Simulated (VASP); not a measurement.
A run of VASP 6.6.1 is set up as follows.

File INCAR:

```
  PREC = Accurate
  ENCUT = 600
  EDIFF = 1E-6
  ISMEAR = -1
  SIGMA = 0.1
  LREAL = F
  LASPH = T
  NELM = 60
  ALGO = Normal
  ISIF = 3
  LWAVE = F
  LCHARG = F
  GGA = CA
  IBRION = 2
  NSW = 80
  EDIFFG = -0.03
```

KPOINTS

```
regular mesh
0
Gamma
  16 16 16
```

POSCAR

```
HfN
1.0
    0.0000000000      2.2550000000      2.2550000000
    2.2550000000      0.0000000000      2.2550000000
    2.2550000000      2.2550000000      0.0000000000
Hf N
1 1
Direct
    0.0000000000      0.0000000000      0.0000000000
    0.5000000000      0.5000000000      0.5000000000
```

Potentials or basis: VASP PAW LDA potentials, release 64 (Hf_pv, N).

The run is started by

```bash
$ cat potpaw_LDA.64/Hf_pv/POTCAR potpaw_LDA.64/N/POTCAR > POTCAR
$ mpirun -np 1 vasp_std > vasp.out
```

Question: Predict the space group after relaxing (to 0.05 Å).

Answer: Fm-3m (No. 225).

Question: Predict the relaxed volume.

Answer: 11.11 Å³/atom.

Question: Estimate the relaxed cell.

Answer: a = 3.156 Å, b = 3.156 Å, c = 3.156 Å, α = 60.00°, β = 60.00°, γ = 60.00°.

Final structure:
```
Hf N
1.0
     0.00000    2.23152    2.23152
     2.23152    0.00000    2.23152
     2.23152    2.23152    0.00000
Hf N
1 1
Direct
  0.00000 0.00000 0.00000
  0.50000 0.50000 0.50000
```
